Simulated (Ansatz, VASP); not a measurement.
## One calculation of InRh, two programs

Contents of INCAR:

```
SYSTEM = InRh
ALGO = Fast
EDIFF = 1E-6
ENCUT = 520
GGA = CA
ISIF = 2
ISMEAR = 0
LASPH = .True.
LCHARG = .False.
LREAL = .False.
LWAVE = .False.
NBANDS = 21
NELM = 100
PREC = Accurate
SIGMA = 0.15
```

The input KPOINTS:

```
k-points
0
Gamma
  16 16 16
  0 0 0
```

The input POSCAR:

```
InRh
1.0
    3.1960000000      0.0000000000      0.0000000000
    0.0000000000      3.1960000000      0.0000000000
    0.0000000000      0.0000000000      3.1960000000
In Rh
1 1
Direct
    0.5000000000      0.4843554443      0.5000000000
    0.0000000000      0.0000000000      0.0000000000
```

Input for Ansatz:

```yaml
crystal:
  lattice:
    - [3.196, 0.0, 0.0]
    - [0.0, 3.196, 0.0]
    - [0.0, 0.0, 3.196]
  atoms:
    - { symbol: In, position: [0.5, 0.4843554443, 0.5] }
    - { symbol: Rh, position: [0.0, 0.0, 0.0] }
basis:
  ecutwfc: 420
kpoints:
  mp_grid: { grid: [16, 16, 16] }
hamiltonian:
  xc: lda
scf:
  occupations: { method: gaussian, width: 0.15 }
output:
  forces: true
  stress: true
  eigenvalues: true
```

Change from the starting cell: all In atoms moved -0.050 Å, as atom 1 along Cartesian [0 1 0].

Alike in both runs: task single point; functional LDA; k mesh 16 × 16 × 16; occupations gaussian, width 0.15 eV; no spin polarisation.

|  | VASP | Ansatz |
| --- | --- | --- |
| version | VASP 6.6.1 | Ansatz 0.2.0 |
| potentials or method | VASP PAW LDA potentials, release 64 (In_d, Rh_pv), cutoff 520 eV | scalar-relativistic, plane waves, PAW |
| valence electrons in the cell | 28 | 30 |

Ansatz gave:

| Property | Result |
| --- | --- |
| gap on the k mesh at the Fermi level (eV) | none |
| pressure (GPa) | -5.6 |
| traceless stress, the component that is largest in VASP (GPa) | -0.11 |
| rms of the force components (eV/Å) | 0.162 |

Estimate VASP's values.

gap on the k mesh at the Fermi level (eV): none; pressure (GPa): -5.0; traceless stress, the component that is largest in VASP (GPa): -0.11; rms of the force components (eV/Å): 0.166.

LDA's correlation is that of Perdew and Zunger in VASP and of Perdew and Wang (1992) in Ansatz. Atom by atom the forces differ by 0.005 eV/Å (rms over components). A gap of «none» marks a metal or a gap that the smearing closes. VASP's potentials hold 28 valence electrons a cell and Ansatz's 30, so a difference there can come from the potentials and not from the codes.
